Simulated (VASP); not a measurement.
# ZnS (Cm) in VASP: single point with PBE

Aim: the single point of ZnS with PBE.

Program: VASP 6.6.1. These are calculated values, not measurements. Logs are shortened: lines on timing, memory, paths and dates and some standing lists are left out, and cuts for length are marked.

## Step 1: The cell of the first run

Symmetry: Cm, No. 8, monoclinic system. Conventional cell: a = 6.625 Å, b = 3.825 Å, c = 9.938 Å, α = 90.00°, β = 109.47°, γ = 90.00°. Zn (site symmetry m) has 5 S at 2.34 to 3.02 Å within 3.1 Å. Zn (site symmetry m) has 4 S at 2.34 Å within 3.1 Å. Zn (site symmetry m) has 4 S at 2.34 Å within 3.1 Å. S (site symmetry m) has 5 Zn at 2.34 to 3.02 Å within 3.1 Å. Within 3.1 Å of S (site symmetry m) lie 4 Zn at 2.34 Å. S (site symmetry m) has 4 Zn at 2.34 Å within 3.1 Å.

## Step 2: Single point, PBE (the part above a cut slid along it)

File INCAR:

```
SYSTEM = ZnS
PREC = Accurate
ENCUT = 520
EDIFF = 1E-6
ISMEAR = 0
SIGMA = 0.05
LREAL = .False.
LASPH = .True.
NELM = 80
ALGO = Normal
ISIF = 2
LWAVE = .False.
LCHARG = .False.
GGA = PE
NBANDS = 36
ISYM = 0
```

File KPOINTS:

```
Automatic mesh
0
Gamma
  8 8 3
  0 0 0
```

File POSCAR:

```
ZnS
1.0
    2.7046500000     -2.7046500000      0.0000000000
    2.7046500000      0.0000000000     -2.7046500000
    6.7616250000      4.0569750000      5.4093000000
Zn S
3 3
Direct
    0.6041500000      0.6666666667      0.1250333333
   -0.3958500000      0.0000000000      0.7917000000
    0.1041500000      0.3333333333      0.4583666667
    0.2291500000      0.6666666667      0.8750333333
    0.7291500000      1.0000000000      0.5417000000
    0.2291500000      0.3333333333      0.2083666667
```

Potentials or basis: VASP PAW PBE potentials, release 64 (Zn, S).

Command:

```console
$ cat potpaw_PBE.64/Zn/POTCAR potpaw_PBE.64/S/POTCAR > POTCAR
$ mpirun -np 1 vasp_std > vasp.out
```

OUTCAR:

```text
SYSTEM = ZnS
   PREC = Accurate
   ENCUT = 520
   EDIFF = 1E-6
   ISMEAR = 0
   LREAL = .False.
   LASPH = .True.
   NELM = 80
   ISIF = 2
   GGA = PE
   ISYM = 0

 ion  position               nearest neighbor table
   1  0.604  0.667  0.125-   6 2.34   6 2.34   6 2.34
   2  0.604  0.000  0.792-   4 2.34   4 2.34   5 2.34   4 2.34
   3  0.104  0.333  0.458-   5 2.34   5 2.34   5 2.34   6 2.34
   4  0.229  0.667  0.875-   2 2.34   2 2.34   2 2.34
   5  0.729  0.000  0.542-   3 2.34   3 2.34   3 2.34   2 2.34
   6  0.229  0.333  0.208-   1 2.34   3 2.34   1 2.34   1 2.34

IMPORTANT INFORMATION: All symmetrisations will be switched off!
NOSYMM: (Re-)initialisation of all symmetry stuff for point group C_1.

----------------------------------------------------------------------------------------

                                     Primitive cell

  volume of cell :     118.7092

  direct lattice vectors                    reciprocal lattice vectors
     2.704650000 -2.704650000  0.000000000     0.092433402 -0.277300205  0.092433402
     2.704650000  0.000000000 -2.704650000     0.123244536  0.123244536 -0.246489071
     6.761625000  4.056975000  5.409300000     0.061622268  0.061622268  0.061622268

  length of vectors
     3.824952711  3.824952711  9.562381779     0.306566912  0.301886226  0.106732899

  position of ions in fractional coordinates (direct lattice)
     0.604150000  0.666666667  0.125033333
     0.604150000  1.000000000  0.791700000
     0.104150000  0.333333333  0.458366667
     0.229150000  0.666666667  0.875033333
     0.729150000  1.000000000  0.541700000
     0.229150000  0.333333333  0.208366667

  ion indices of the primitive-cell ions
   primitive index   ion index
                 1           1
                 2           2
                 3           3
                 4           4
                 5           5
                 6           6

----------------------------------------------------------------------------------------

 KPOINTS: Automatic mesh

Automatic generation of k-mesh.
 Grid dimensions read from file:
 generate k-points for:    8    8    3

 Generating k-lattice:

  Cartesian coordinates                     Fractional coordinates (reciprocal lattice)
     0.011554175 -0.034662526  0.011554175     0.125000000  0.000000000  0.000000000
     0.015405567  0.015405567 -0.030811134     0.000000000  0.125000000 -0.000000000
     0.020540756  0.020540756  0.020540756     0.000000000  0.000000000  0.333333333

  Length of vectors
     0.038320864  0.037735778  0.035577633

  Shift w.r.t. Gamma in fractional coordinates (k-lattice)
     0.000000000  0.000000000  0.000000000

 -----------------------------------------------------------------------------
|                                                                             |
|           W    W    AA    RRRRR   N    N  II  N    N   GGGG   !!!           |
|           W    W   A  A   R    R  NN   N  II  NN   N  G    G  !!!           |
|           W    W  A    A  R    R  N N  N  II  N N  N  G       !!!           |
|           W WW W  AAAAAA  RRRRR   N  N N  II  N  N N  G  GGG   !            |
|           WW  WW  A    A  R   R   N   NN  II  N   NN  G    G                |
|           W    W  A    A  R    R  N    N  II  N    N   GGGG   !!!           |
|                                                                             |
|     Your reciprocal lattice and k-lattice belong to different lattice       |
|     classes:                                                                |
|                                                                             |
|        The reciprocal lattice is body-centered orthorhombic,                |
|        whereas your k-lattice is base-centered monoclinic.                  |
|                                                                             |
|     Results are often still useful ...                                      |
|                                                                             |
 -----------------------------------------------------------------------------

 WARNING: IBZKPT: internal override: KBLOWUP is changed to .FALSE.
      ... skipping the blow-up phase ...

 Subroutine IBZKPT returns following result:
 ===========================================

 Found     98 irreducible k-points:

 Following reciprocal coordinates:
            Coordinates               Weight
  0.000000  0.000000  0.000000      1.000000
  0.125000  0.000000 -0.000000      2.000000
  0.250000  0.000000 -0.000000      2.000000
  0.375000  0.000000  0.000000      2.000000
  0.500000  0.000000 -0.000000      1.000000
  0.000000  0.125000  0.000000      2.000000
[... 16 lines left out ...]
  0.125000  0.375000  0.000000      2.000000
  0.250000  0.375000  0.000000      2.000000
 [... further k-points ...]
   k-points           NKPTS =     98   k-points in BZ     NKDIM =     98   number of bands    NBANDS=     36
   number of dos      NEDOS =    301   number of ions     NIONS =      6
   total plane-waves  NPLWV =  56448
   dimension x,y,z NGX =    28 NGY =   28 NGZ =   72
   dimension x,y,z NGXF=    56 NGYF=   56 NGZF=  144
   ions per type =               3   3
   NGX,Y,Z   is equivalent  to a cutoff of  12.17, 12.17, 12.52 a.u.
   NGXF,Y,Z  is equivalent  to a cutoff of  24.34, 24.34, 25.03 a.u.
 SYSTEM =  ZnS
   PREC   = accura    normal or accurate (medium, high low for compatibility)
   ISTART =      0    job   : 0-new  1-cont  2-samecut
   ICHARG =      2    charge: 1-file 2-atom 10-const
   ISPIN  =      1    spin polarized calculation?
   LNONCOLLINEAR =      F non collinear calculations
   LSORBIT =      F    spin-orbit coupling
   LASPH  =      T    aspherical Exc in radial PAW
   ENCUT  =  520.0 eV  38.22 Ry    6.18 a.u.   7.11  7.11 17.78*2*pi/ulx,y,z
   NELM   =     80;   NELMIN=  2; NELMDL= -5     # of ELM steps
   EDIFF  = 0.1E-05   stopping-criterion for ELM
   LREAL  =      F    real-space projection
   EDIFFG = 0.1E-04   stopping-criterion for IOM
   NSW    =      0    number of steps for IOM
   IBRION =     -1    ionic relax: 0-MD 1-quasi-New 2-CG
   NFREE  =      0    steps in history (QN), initial steepest desc. (CG)
   ISIF   =      2    stress and relaxation
   ISYM   =      0    0-nonsym 1-usesym 2-fastsym
   POTIM  = 0.5000    time-step for ionic-motion
   TEBEG  =    0.0;   TEEND  =   0.0 temperature during run
   PSTRESS=    0.0 pullay stress
   NELECT =      54.0000    total number of electrons
   NUPDOWN=      -1.0000    fix difference up-down
   EMIN   =  10.00;   EMAX   =-10.00  energy-range for DOS
   EFERMI =   0.00;   METHOD = LEGACY
   ISMEAR =     0;   SIGMA  =   0.05  broadening in eV -4-tet -1-fermi 0-gaus
   EFERMI_NEDOS =   21; number of points for ismear=-14 and -15
   IALGO  =     38    algorithm
   IMIX   =      4    mixing-type and parameters
     AMIX     =   0.40;   BMIX     =  1.00
     AMIX_MAG =   1.60;   BMIX_MAG =  1.00
  volume/ion in A,a.u.               =      19.78       133.51
  Fermi-wavevector in a.u.,A,eV,Ry     =   1.259055  2.379268 21.568210  1.585219
  Thomas-Fermi vector in A             =   2.392634
   LORBIT       =      0    0 simple, 1 ext, 2 COOP (PROOUT), +10 PAW based schemes
   GGA     = PE    functional components
   LHFCALC =     F    Hartree Fock is set to
   AEXX    =    0.0000 exact exchange contribution
   IVDW    =     0    specifies the selected vdW correction
   LEPSILON=     F    determine dielectric tensor
   LRPA    =     F    only Hartree local field effects (RPA)
 non-spin polarized calculation
 Gauss-broadening in eV      SIGMA  =   0.05
  energy-cutoff  :      520.00
  volume of cell :      118.71
 maximum number of plane-waves:      3216
   NGX = 15   NGY = 15   NGZ = 35

 number of electron      53.9999987 magnetization

 Free energy of the ion-electron system (eV)
  ---------------------------------------------------
  ext. energy  EPLUGINS =         0.00000000
  ---------------------------------------------------
  free energy    TOTEN  =       -19.82205040 eV

  energy without entropy =      -19.82205040  energy(sigma->0) =      -19.82205040

 E-fermi :   2.6365     XC(G=0):  -9.6670

 val. band max:        2.3760226447   @ k =   0.0000   0.0000   0.0000
 cond. band min:       3.7173504619   @ k =   0.0000   0.0000   0.0000
 fundamental gap:      1.3413278172
 Fermi energy:         2.6364613603

 k-point     1 :       0.0000    0.0000    0.0000
  band No.  band energies     occupation
      1     -11.1054      2.00000
      2     -10.4357      2.00000
      3      -9.9750      2.00000
      4      -4.5718      2.00000
      5      -4.5619      2.00000
      6      -4.4570      2.00000
[... 28 lines left out ...]
     35       8.9636      0.00000
     36       8.9746      0.00000

 k-point     2 :       0.1250    0.0000   -0.0000
  band No.  band energies     occupation
      1     -11.0060      2.00000
      2     -10.3642      2.00000
      3      -9.8878      2.00000
      4      -4.5663      2.00000
      5      -4.5440      2.00000
      6      -4.4380      2.00000
[... 28 lines left out ...]
     35       9.0791      0.00000
     36       9.2578      0.00000

 k-point     3 :       0.2500    0.0000   -0.0000
  band No.  band energies     occupation
      1     -10.7469      2.00000
      2     -10.1796      2.00000
      3      -9.6690      2.00000
      4      -4.5539      2.00000
      5      -4.4883      2.00000
      6      -4.3812      2.00000
[... 28 lines left out ...]
     35       9.5963      0.00000
     36       9.7901      0.00000

 k-point     4 :       0.3750    0.0000    0.0000
  band No.  band energies     occupation
      1     -10.4535      2.00000
      2      -9.9750      2.00000
      3      -9.4373      2.00000
      4      -4.5260      2.00000
      5      -4.4392      2.00000
      6      -4.2680      2.00000
[... 28 lines left out ...]
     35      10.1252      0.00000
     36      10.4920      0.00000

 k-point     5 :       0.5000    0.0000   -0.0000
  band No.  band energies     occupation
      1     -10.3189      2.00000
      2      -9.8832      2.00000
      3      -9.3374      2.00000
      4      -4.5108      2.00000
      5      -4.4217      2.00000
      6      -4.2083      2.00000
[... 655 lines left out ...]
 k-point    22 :       0.0000    0.3750    0.0000
  band No.  band energies     occupation
      1     -10.4577      2.00000
      2      -9.9667      2.00000
      3      -9.4633      2.00000
      4      -4.5297      2.00000
      5      -4.4335      2.00000
      6      -4.2674      2.00000
[... 28 lines left out ...]
     35       9.7384      0.00000
     36      10.6691      0.00000

 k-point    23 :       0.1250    0.3750    0.0000
  band No.  band energies     occupation
      1     -10.5493      2.00000
      2     -10.0314      2.00000
      3      -9.5251      2.00000
      4      -4.5046      2.00000
      5      -4.4552      2.00000
      6      -4.3416      2.00000
[... 28 lines left out ...]
     35       9.3639      0.00000
     36      10.0350      0.00000

 k-point    24 :       0.2500    0.3750    0.0000
  band No.  band energies     occupation
      1     -10.5486      2.00000
      2     -10.0315      2.00000
      3      -9.5173      2.00000
      4      -4.5056      2.00000
      5      -4.4595      2.00000
      6      -4.3333      2.00000
[... 28 lines left out ...]
     35       9.4088      0.00000
     36       9.7711      0.00000

 [... further k-points ...]

------------------------ aborting loop because EDIFF is reached ----------------------------------------

  FORCE on cell =-STRESS in cart. coord.  units (eV):
  Direction    XX          YY          ZZ          XY          YZ          ZX
  --------------------------------------------------------------------------------------
  -------------------------------------------------------------------------------------
  Total       -0.1987681     -0.1989484      2.1161507      0.6416149      0.5616732      0.5617432
  in kB       -2.6827047     -2.6851376     28.5609544      8.6596539      7.5807092      7.5816531
  external PRESSURE =       7.7310374 kB  Pullay stress =       0.0000000 kB

 VOLUME and BASIS-vectors are now :
 -----------------------------------------------------------------------------
  energy-cutoff  :      520.00
  volume of cell :      118.71
      direct lattice vectors                 reciprocal lattice vectors
     2.704650000 -2.704650000  0.000000000     0.092433402 -0.277300205  0.092433402
     2.704650000  0.000000000 -2.704650000     0.123244536  0.123244536 -0.246489071
     6.761625000  4.056975000  5.409300000     0.061622268  0.061622268  0.061622268

 POSITION                                       TOTAL-FORCE (eV/Angst)
 -----------------------------------------------------------------------------------
      4.28254     -1.12676     -1.12676        -0.019394     -0.019139     -0.102698
      6.98719      1.57789      4.28254         0.041624      0.040624     -0.147130
      4.28254      1.57789      1.57789         0.117634      0.117723      0.177307
      8.33952      2.93022      2.93022         0.183588      0.183751      0.072448
      5.63487      0.22557      2.93022        -0.149072     -0.148893     -0.125024
      2.93022      0.22557      0.22557        -0.174380     -0.174067      0.125096
 -----------------------------------------------------------------------------------
    total drift:                                0.000238     -0.001127      0.000323

  FREE ENERGIE OF THE ION-ELECTRON SYSTEM (eV)
  ---------------------------------------------------
  free  energy   TOTEN  =       -19.8220503983 eV

  energy  without entropy=      -19.8220503983  energy(sigma->0) =      -19.82205040
```

Run time: 6.2 min. Hardware: 1 thread of Intel Xeon 8259CL, shared host; peak memory 0.45 GiB.

What came out:

```yaml
Free_energy: -19.8221 eV
Pressure: 0.8 GPa
Largest_force: 0.276 eV/Å
Band_gap_on_the_k_mesh: 1.34 eV
```

Forces on the atoms (eV/Å):
```
Zn  -0.019 -0.019 -0.103
Zn   0.042  0.041 -0.147
Zn   0.118  0.118  0.177
S    0.184  0.184  0.072
S   -0.149 -0.149 -0.125
S   -0.174 -0.174  0.125
```

Caveat: the cell differs from its parent crystal (the part above a cut slid along it).
